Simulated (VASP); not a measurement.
Ir:

```
CELL_PARAMETERS angstrom
4.30811 0.00000 0.00000
-2.15405 3.73093 0.00000
0.00000 0.00000 2.64087
ATOMIC_POSITIONS crystal
Ir 0.00000 0.00000 0.00000
Ir 0.33333 0.66667 0.50000
Ir 0.66667 0.33333 0.50000
```

| Item | Value |
| --- | --- |
| Program | VASP 6.6.1 |
| Task | relaxation of cell and atoms |
| Functional | revPBE |
| Potentials or basis | VASP PAW PBE potentials, release 64 (Ir) |
| Cutoff | 600 eV |
| k mesh | 9 × 9 × 12 |
| Occupations | fermi-dirac, width 0.1 eV |
| Spin | no spin polarisation |

At the start: pressure 24.5 GPa; volume 14.15 Å³/atom.

Q: Where does the relaxation end?

A: Over 9 steps the energy falls by 69.9 meV/atom and the volume is 15.13 Å³/atom (+6.9 %); space group P6/mmm (No. 191, to 0.05 Å).

The path:
```csv
step,energy change (eV),largest force (eV/Å),pressure (GPa),volume (Å³)
1,0.0000,0.0000,24.47,42.45
2,1.6186,0.0000,-38.78,57.16
3,-0.2061,0.0000,-2.20,45.69
4,-0.2083,0.0000,-0.27,45.40
5,-0.2083,0.0000,0.13,45.34
6,-0.2092,0.0000,0.26,45.35
7,-0.2097,0.0000,0.19,45.35
8,-0.2096,0.0000,-0.42,45.44
9,-0.2097,0.0000,0.02,45.38
```

Final structure:
```yaml
crystal:
  lattice:
    - [4.39409, 0.00000, 0.00000]
    - [-2.19705, 3.80540, 0.00000]
    - [0.00000, 0.00000, 2.71365]
  atoms:
    - { symbol: Ir, position: [0.00000, 0.00000, 0.00000] }
    - { symbol: Ir, position: [0.33333, 0.66667, 0.50000] }
    - { symbol: Ir, position: [0.66667, 0.33333, 0.50000] }
```

Caveat: the PAW data sets were made with another functional, which shifts forces and pressure a little.
